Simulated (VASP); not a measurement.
# ZnO (P6_3mc) in VASP: a series of runs

The runs below take ZnO through single point, with r2SCAN.

Everything below comes from runs of VASP 6.6.1. Logs are shortened: lines on timing, memory, paths and dates and some standing lists are left out, and cuts for length are marked.

## 1. The cell of the first run

The structure is hexagonal, space group P6_3mc (No. 186). The conventional cell has a = 3.364 Å, b = 3.364 Å, c = 4.977 Å, α = 90.00°, β = 90.00°, γ = 120.00°. Zn (site symmetry 3m) has 4 O at 2.00 Å within 2.7 Å. Within 2.7 Å of O (site symmetry 3m) lie 4 Zn at 2.00 Å.

## 2. Single point, r2SCAN (biaxial strain in the a-b plane: +4.0 %, then relaxed in part)

Contents of POSCAR:

```
ZnO
1.0
    3.3642639839      0.0000000000      0.0000000000
   -1.6821319919      2.9135380751      0.0000000000
    0.0000000000      0.0000000000      4.9766828151
Zn O
2 2
Direct
    0.6666666667      0.3333333333      0.4889701016
    0.3333333333      0.6666666667     -0.0110298984
    0.6666666667      0.3333333333      0.8913398984
    0.3333333333      0.6666666667      0.3913398984
```

Contents of INCAR.step1:

```
SYSTEM = ZnO
PREC = Accurate ; ENCUT = 520
ISMEAR = 0 ; SIGMA = 0.02
LREAL = .False. ; LASPH = .True.
NELM = 80 ; NBANDS = 26
GGA = PE ; ALGO = Normal
EDIFF = 1E-4 ; LWAVE = .True.
LCHARG = .False.
```

Contents of INCAR.step2:

```
SYSTEM = ZnO
PREC = Accurate ; ENCUT = 520
EDIFF = 1E-7 ; ISMEAR = 0
SIGMA = 0.02 ; LREAL = .False.
LASPH = .True. ; NELM = 80
ALGO = Normal ; ISIF = 2
LWAVE = .False. ; LCHARG = .False.
METAGGA = R2SCAN ; LMIXTAU = .True.
NBANDS = 26 ; ISTART = 1
```

Contents of KPOINTS:

```
Automatic mesh
0
Gamma
  12 12 6
  0 0 0
```

Potentials or basis: VASP PAW PBE potentials, release 64 (Zn, O).

Started as:

```sh
$ cat potpaw_PBE.64/Zn/POTCAR potpaw_PBE.64/O/POTCAR > POTCAR
$ cp INCAR.step1 INCAR
$ mpirun -np 1 vasp_std > vasp.out
$ cp INCAR.step2 INCAR
$ mpirun -np 1 vasp_std > vasp.out
```

OUTCAR:

```text
SYSTEM = ZnO
   PREC = Accurate
   ENCUT = 520
   EDIFF = 1E-7
   ISMEAR = 0
   LREAL = .False.
   LASPH = .True.
   NELM = 80
   ISIF = 2
   METAGGA = R2SCAN
   ISTART = 1

 ion  position               nearest neighbor table
   1  0.667  0.333  0.489-   4 2.00   4 2.00   4 2.00   3 2.00
   2  0.333  0.667  0.989-   3 2.00   3 2.00   3 2.00   4 2.00
   3  0.667  0.333  0.891-   2 2.00   2 2.00   2 2.00   1 2.00
   4  0.333  0.667  0.391-   1 2.00   1 2.00   1 2.00   2 2.00

  LATTYP: Found a hexagonal cell.
 ALAT       =     3.3642639839
 C/A-ratio  =     1.4792783322

  Lattice vectors:

 A1 = (   3.3642639839,   0.0000000000,   0.0000000000)
 A2 = (  -1.6821319919,   2.9135380751,   0.0000000000)
 A3 = (   0.0000000000,   0.0000000000,   4.9766828151)

Analysis of symmetry for initial positions (statically):
=====================================================================
 Subroutine PRICEL returns:
 Original cell was already a primitive cell.

 Routine SETGRP: Setting up the symmetry group for a
 hexagonal supercell.

 Subroutine GETGRP returns: Found 12 space group operations
 (whereof  6 operations were pure point group operations)
 out of a pool of 24 trial point group operations.

The static configuration has the point symmetry C_3v.
 The point group associated with its full space group is C_6v.

Analysis of symmetry for dynamics (positions and initial velocities):
=====================================================================
 Subroutine PRICEL returns:
 Original cell was already a primitive cell.

 Routine SETGRP: Setting up the symmetry group for a
 hexagonal supercell.

 Subroutine GETGRP returns: Found 12 space group operations
 (whereof  6 operations were pure point group operations)
 out of a pool of 24 trial point group operations.

The dynamic configuration has the point symmetry C_3v.
 The point group associated with its full space group is C_6v.

 Subroutine INISYM returns: Found 12 space group operations
 (whereof  6 operations are pure point group operations),
 and found     1 'primitive' translations

----------------------------------------------------------------------------------------

                                     Primitive cell

  volume of cell :      48.7810

  direct lattice vectors                    reciprocal lattice vectors
     3.364263984  0.000000000  0.000000000     0.297241835  0.171612653  0.000000000
    -1.682131992  2.913538075  0.000000000     0.000000000  0.343225307  0.000000000
     0.000000000  0.000000000  4.976682815     0.000000000  0.000000000  0.200937057

  length of vectors
     3.364263984  3.364263984  4.976682815     0.343225307  0.343225307  0.200937057

  position of ions in fractional coordinates (direct lattice)
     0.666666667  0.333333333  0.488970102
     0.333333333  0.666666667  0.988970102
     0.666666667  0.333333333  0.891339898
     0.333333333  0.666666667  0.391339898

  ion indices of the primitive-cell ions
   primitive index   ion index
                 1           1
                 2           2
                 3           3
                 4           4

----------------------------------------------------------------------------------------

 KPOINTS: Automatic mesh

Automatic generation of k-mesh.
 Grid dimensions read from file:
 generate k-points for:   12   12    6

 Generating k-lattice:

  Cartesian coordinates                     Fractional coordinates (reciprocal lattice)
     0.024770153  0.014301054  0.000000000     0.083333333 -0.000000000  0.000000000
     0.000000000  0.028602109  0.000000000     0.000000000  0.083333333  0.000000000
     0.000000000  0.000000000  0.033489510     0.000000000  0.000000000  0.166666667

  Length of vectors
     0.028602109  0.028602109  0.033489510

  Shift w.r.t. Gamma in fractional coordinates (k-lattice)
     0.000000000  0.000000000  0.000000000

 Subroutine IBZKPT returns following result:
 ===========================================

 Found     76 irreducible k-points:

 Following reciprocal coordinates:
            Coordinates               Weight
  0.000000  0.000000  0.000000      1.000000
  0.083333 -0.000000  0.000000      6.000000
  0.166667 -0.000000  0.000000      6.000000
  0.250000 -0.000000  0.000000      6.000000
  0.333333  0.000000  0.000000      6.000000
  0.416667 -0.000000  0.000000      6.000000
[... 16 lines left out ...]
  0.250000 -0.000000  0.166667     12.000000
  0.333333  0.000000  0.166667     12.000000
 [... further k-points ...]
   k-points           NKPTS =     76   k-points in BZ     NKDIM =     76   number of bands    NBANDS=     26
   number of dos      NEDOS =    301   number of ions     NIONS =      4
   total plane-waves  NPLWV =  31360
   dimension x,y,z NGX =    28 NGY =   28 NGZ =   40
   dimension x,y,z NGXF=    56 NGYF=   56 NGZF=   80
   ions per type =               2   2
   NGX,Y,Z   is equivalent  to a cutoff of  13.84, 13.84, 13.36 a.u.
   NGXF,Y,Z  is equivalent  to a cutoff of  27.67, 27.67, 26.72 a.u.
 SYSTEM =  ZnO
   PREC   = accura    normal or accurate (medium, high low for compatibility)
   ISTART =      1    job   : 0-new  1-cont  2-samecut
   ICHARG =      0    charge: 1-file 2-atom 10-const
   ISPIN  =      1    spin polarized calculation?
   LNONCOLLINEAR =      F non collinear calculations
   LSORBIT =      F    spin-orbit coupling
   LASPH  =      T    aspherical Exc in radial PAW
   ENCUT  =  520.0 eV  38.22 Ry    6.18 a.u.   6.26  6.26  9.25*2*pi/ulx,y,z
   NELM   =     80;   NELMIN=  2; NELMDL=  0     # of ELM steps
   EDIFF  = 0.1E-06   stopping-criterion for ELM
   LREAL  =      F    real-space projection
   EDIFFG = 0.1E-05   stopping-criterion for IOM
   NSW    =      0    number of steps for IOM
   IBRION =     -1    ionic relax: 0-MD 1-quasi-New 2-CG
   NFREE  =      0    steps in history (QN), initial steepest desc. (CG)
   ISIF   =      2    stress and relaxation
   ISYM   =      2    0-nonsym 1-usesym 2-fastsym
   POTIM  = 0.5000    time-step for ionic-motion
   TEBEG  =    0.0;   TEEND  =   0.0 temperature during run
   PSTRESS=    0.0 pullay stress
   NELECT =      36.0000    total number of electrons
   NUPDOWN=      -1.0000    fix difference up-down
   EMIN   =  10.00;   EMAX   =-10.00  energy-range for DOS
   EFERMI =   0.00;   METHOD = LEGACY
   ISMEAR =     0;   SIGMA  =   0.02  broadening in eV -4-tet -1-fermi 0-gaus
   EFERMI_NEDOS =   21; number of points for ismear=-14 and -15
   IALGO  =     38    algorithm
   IMIX   =      4    mixing-type and parameters
     AMIX     =   0.40;   BMIX     =  1.00
     AMIX_MAG =   1.60;   BMIX_MAG =  1.00
  volume/ion in A,a.u.               =      12.20        82.30
  Fermi-wavevector in a.u.,A,eV,Ry     =   1.479422  2.795702 29.778930  2.188690
  Thomas-Fermi vector in A             =   2.593582
   LORBIT       =      0    0 simple, 1 ext, 2 COOP (PROOUT), +10 PAW based schemes
   METAGGA = R2SCAN    functional components
   LHFCALC =     F    Hartree Fock is set to
   AEXX    =    0.0000 exact exchange contribution
   IVDW    =     0    specifies the selected vdW correction
   LEPSILON=     F    determine dielectric tensor
   LRPA    =     F    only Hartree local field effects (RPA)
 non-spin polarized calculation
 Gauss-broadening in eV      SIGMA  =   0.02
  energy-cutoff  :      520.00
  volume of cell :       48.78
 maximum number of plane-waves:      1331
 NGX is ok and might be reduce to    28
   NGX = 13   NGY = 13   NGZ = 19

 number of electron      36.0000010 magnetization

 Free energy of the ion-electron system (eV)
  ---------------------------------------------------
  ext. energy  EPLUGINS =         0.00000000
  ---------------------------------------------------
  free energy    TOTEN  =       -36.23071444 eV

  energy without entropy =      -36.23071444  energy(sigma->0) =      -36.23071444

 E-fermi :   0.6671     XC(G=0): -11.5201

 val. band max:        0.5605255803   @ k =   0.0000   0.0000   0.0000
 cond. band min:       1.8142533291   @ k =   0.0000   0.0000   0.0000
 fundamental gap:      1.2537277488
 Fermi energy:         0.6670971640

 k-point     1 :       0.0000    0.0000    0.0000
  band No.  band energies     occupation
      1     -18.2228      2.00000
      2     -17.4532      2.00000
      3      -5.0838      2.00000
      4      -5.0837      2.00000
      5      -4.9497      2.00000
      6      -4.9496      2.00000
[... 18 lines left out ...]
     25      14.8932      0.00000
     26      16.8371      0.00000

 k-point     2 :       0.0833   -0.0000    0.0000
  band No.  band energies     occupation
      1     -18.1902      2.00000
      2     -17.4433      2.00000
      3      -5.1164      2.00000
      4      -5.0568      2.00000
      5      -4.9502      2.00000
      6      -4.9177      2.00000
[... 18 lines left out ...]
     25      15.0312      0.00000
     26      16.7623      0.00000

 k-point     3 :       0.1667   -0.0000    0.0000
  band No.  band energies     occupation
      1     -18.0981      2.00000
      2     -17.4171      2.00000
      3      -5.1900      2.00000
      4      -4.9831      2.00000
      5      -4.9534      2.00000
      6      -4.8259      2.00000
[... 18 lines left out ...]
     25      15.3266      0.00000
     26      15.5788      0.00000

 k-point     4 :       0.2500   -0.0000    0.0000
  band No.  band energies     occupation
      1     -17.9638      2.00000
      2     -17.3874      2.00000
      3      -5.2558      2.00000
      4      -4.9592      2.00000
      5      -4.8850      2.00000
      6      -4.6860      2.00000
[... 18 lines left out ...]
     25      14.3502      0.00000
     26      15.4227      0.00000
[... 496 lines left out ...]
      1     -18.0526      2.00000
      2     -17.4624      2.00000
      3      -5.2077      2.00000
      4      -5.0160      2.00000
      5      -4.9821      2.00000
      6      -4.8468      2.00000
[... 18 lines left out ...]
     25      14.9957      0.00000
     26      15.0077      0.00000

 k-point    23 :       0.2500   -0.0000    0.1667
  band No.  band energies     occupation
      1     -17.9243      2.00000
      2     -17.4246      2.00000
      3      -5.2815      2.00000
      4      -5.0391      2.00000
      5      -4.8807      2.00000
      6      -4.7096      2.00000
[... 18 lines left out ...]
     25      14.2223      0.00000
     26      15.1437      0.00000

 k-point    24 :       0.3333    0.0000    0.1667
  band No.  band energies     occupation
      1     -17.7822      2.00000
      2     -17.3972      2.00000
      3      -5.3050      2.00000
      4      -5.0556      2.00000
      5      -4.7858      2.00000
      6      -4.6267      2.00000
[... 18 lines left out ...]
     25      14.5643      0.00000
     26      15.1004      0.00000

 [... further k-points ...]

------------------------ aborting loop because EDIFF is reached ----------------------------------------

  FORCE on cell =-STRESS in cart. coord.  units (eV):
  Direction    XX          YY          ZZ          XY          YZ          ZX
  --------------------------------------------------------------------------------------
  -------------------------------------------------------------------------------------
  Total       -2.1603498     -2.1603498      0.2911871     -0.0000000      0.0000000      0.0000000
  in kB      -70.9551515    -70.9551515      9.5638327     -0.0000000      0.0000000      0.0000000
  external PRESSURE =     -44.1154901 kB  Pullay stress =       0.0000000 kB

 VOLUME and BASIS-vectors are now :
 -----------------------------------------------------------------------------
  energy-cutoff  :      520.00
  volume of cell :       48.78
      direct lattice vectors                 reciprocal lattice vectors
     3.364263984  0.000000000  0.000000000     0.297241835  0.171612653  0.000000000
    -1.682131992  2.913538075  0.000000000     0.000000000  0.343225307  0.000000000
     0.000000000  0.000000000  4.976682815     0.000000000  0.000000000  0.200937057

 POSITION                                       TOTAL-FORCE (eV/Angst)
 -----------------------------------------------------------------------------------
      1.68213      0.97118      2.43345        -0.000000      0.000000     -0.010737
     -0.00000      1.94236      4.92179         0.000000      0.000000     -0.010737
      1.68213      0.97118      4.43592        -0.000000     -0.000000      0.010737
     -0.00000      1.94236      1.94757        -0.000000      0.000000      0.010737
 -----------------------------------------------------------------------------------
    total drift:                               -0.000000      0.000000      0.016027

  FREE ENERGIE OF THE ION-ELECTRON SYSTEM (eV)
  ---------------------------------------------------
  free  energy   TOTEN  =       -36.2307144397 eV

  energy  without entropy=      -36.2307144397  energy(sigma->0) =      -36.23071444
```

Wall time 3.1 min (1 thread of Intel Xeon 6975P-C (Granite Rapids), shared host); peak memory 0.23 GiB.

Results:

```yaml
Free_energy: -36.2307 eV
Pressure: -4.4 GPa
Largest_force: 0.011 eV/Å
Band_gap_on_the_k_mesh: 1.25 eV
```

Forces in eV/Å, atoms in the order of the input:
```
Zn   0.000  0.000 -0.011
Zn   0.000  0.000 -0.011
O    0.000  0.000  0.011
O    0.000  0.000  0.011
```

Caveat: the cell differs from its parent crystal (biaxial strain in the a-b plane: +4.0 %, then relaxed in part); the stress differs along the axes, from -7 to 1 GPa; the PAW data sets were made with another functional, which shifts forces and pressure a little.

## 3. Single point, r2SCAN

POSCAR is that of step 2.

Contents of INCAR.step1:

```
PREC = Accurate
ENCUT = 520
ISMEAR = 0
SIGMA = 0.02
LREAL = False
LASPH = True
NELM = 80
NBANDS = 26
GGA = PE
ALGO = Normal
EDIFF = 1E-4
LWAVE = True
LCHARG = False
```

Contents of INCAR.step2:

```
PREC = Accurate
ENCUT = 520
EDIFF = 1E-6
ISMEAR = 0
SIGMA = 0.02
LREAL = False
LASPH = True
NELM = 80
ALGO = Normal
ISIF = 2
LWAVE = False
LCHARG = False
METAGGA = R2SCAN
LMIXTAU = True
NBANDS = 26
ISTART = 1
```

Contents of KPOINTS:

```
Automatic mesh
0
Gamma
  12 12 6
```

Potentials or basis: VASP PAW PBE potentials, release 64 (Zn, O).

Started as:

```sh
$ cat potpaw_PBE.64/Zn/POTCAR potpaw_PBE.64/O/POTCAR > POTCAR
$ cp INCAR.step1 INCAR
$ mpirun -np 1 vasp_std > vasp.out
$ cp INCAR.step2 INCAR
$ mpirun -np 1 vasp_std > vasp.out
```

Wall time 2.9 min (1 thread of Intel Xeon 6975P-C (Granite Rapids), shared host); peak memory 0.23 GiB.

The run converged. Its results:

```yaml
Free_energy: -36.2307 eV
Pressure: -4.4 GPa
Largest_force: 0.011 eV/Å
Band_gap_on_the_k_mesh: 1.25 eV
```

Forces in eV/Å, atoms in the order of the input:
```
Zn   0.000  0.000 -0.011
Zn   0.000  0.000 -0.011
O    0.000  0.000  0.011
O    0.000  0.000  0.011
```

Stress tensor (GPa, compression positive):
```
-7.09  0.00  0.00
 0.00 -7.09  0.00
 0.00  0.00  0.97
```

Levels at points of the mesh, in eV from the valence-band top:
```
           k point  band 16  band 17  band 18  band 19  band 20  band 21
(0.00, 0.00, 0.00)    -0.11     0.00     0.00     1.25     5.47     9.47
(0.50, 0.00, 0.00)    -2.36    -1.11    -0.92     6.24     7.19     8.66
(0.00, 0.00, 0.50)    -0.39    -0.39    -0.39     4.03     4.03    11.25
(0.50, 0.00, 0.50)    -1.59    -0.96    -0.96     6.35     6.35     8.96
```

Caveat: the stress differs along the axes, from -7 to 1 GPa; the PAW data sets were made with another functional, which shifts forces and pressure a little.

## 4. Single point, r2SCAN

This run uses another cell than the first one, of 10.21 Å³/atom.

Contents of POSCAR:

```
ZnO
1.0
    3.0836338350      0.0000000000      0.0000000000
   -1.5418169175      2.6705052371      0.0000000000
    0.0000000000      0.0000000000      4.9604891396
Zn O
2 2
Direct
    0.6666666667      0.3333333333      0.5002238030
    0.3333333333      0.6666666667      0.0002238030
    0.6666666667      0.3333333333      0.8800861970
    0.3333333333      0.6666666667      0.3800861970
```

Contents of INCAR.step1:

```
SYSTEM = ZnO
  PREC = Accurate
  ENCUT = 520
  ISMEAR = 0
  SIGMA = 0.02
  LREAL = .FALSE.
  LASPH = .TRUE.
  NELM = 100
  NBANDS = 26
  GGA = PE
  ALGO = Normal
  EDIFF = 1E-4
  LWAVE = .TRUE.
  LCHARG = .FALSE.
```

Contents of INCAR.step2:

```
SYSTEM = ZnO
  PREC = Accurate
  ENCUT = 520
  EDIFF = 1E-6
  ISMEAR = 0
  SIGMA = 0.02
  LREAL = .FALSE.
  LASPH = .TRUE.
  NELM = 100
  ALGO = Normal
  ISIF = 2
  LWAVE = .FALSE.
  LCHARG = .FALSE.
  METAGGA = R2SCAN
  LMIXTAU = .TRUE.
  NBANDS = 26
  ISTART = 1
```

Contents of KPOINTS:

```
regular mesh
0
G
  12 12 6
  0 0 0
```

Started as:

```sh
$ cat potpaw_PBE.64/Zn/POTCAR potpaw_PBE.64/O/POTCAR > POTCAR
$ cp INCAR.step1 INCAR
$ mpirun -np 1 vasp_std > vasp.out
$ cp INCAR.step2 INCAR
$ mpirun -np 1 vasp_std > vasp.out
```

Run time: 2.9 min. Hardware: 1 thread of Intel Xeon Platinum 8488C (Sapphire Rapids), shared host; peak memory 0.21 GiB.

Results (log left out):

| Property | Result |
| --- | --- |
| Free energy | -35.7285 eV |
| Pressure | 32.1 GPa |
| Largest force | 0.010 eV/Å |
| Band gap on the k mesh | 1.45 eV |

Forces on the atoms (eV/Å):
```
Zn   0.000  0.000 -0.010
Zn   0.000  0.000 -0.010
O    0.000  0.000  0.010
O    0.000  0.000  0.010
```

Stress tensor (GPa, compression positive):
```
32.18  0.00  0.00
 0.00 32.18  0.00
 0.00  0.00 32.07
```

Levels at points of the mesh, in eV from the valence-band top:
| k point | band 14 | band 15 | band 16 | band 17 | band 18 | band 19 | band 20 | band 21 | band 22 | band 23 |
| --- | --- | --- | --- | --- | --- | --- | --- | --- | --- | --- |
| (0.00, 0.00, 0.00) | -1.00 | -1.00 | -0.15 | 0.00 | 0.00 | 1.45 | 6.42 | 9.36 | 14.46 | 14.46 |
| (0.50, 0.00, 0.00) | -3.97 | -3.31 | -2.86 | -1.55 | -1.08 | 7.08 | 7.54 | 8.25 | 10.30 | 12.28 |
| (0.00, 0.00, 0.50) | -2.37 | -0.50 | -0.50 | -0.50 | -0.50 | 4.29 | 4.29 | 11.44 | 11.44 | 14.77 |
| (0.50, 0.00, 0.50) | -4.12 | -1.90 | -1.90 | -1.70 | -1.70 | 6.47 | 6.47 | 10.07 | 10.07 | 12.66 |

Caveat: the cell stands under pressure; the PAW data sets were made with another functional, which shifts forces and pressure a little.
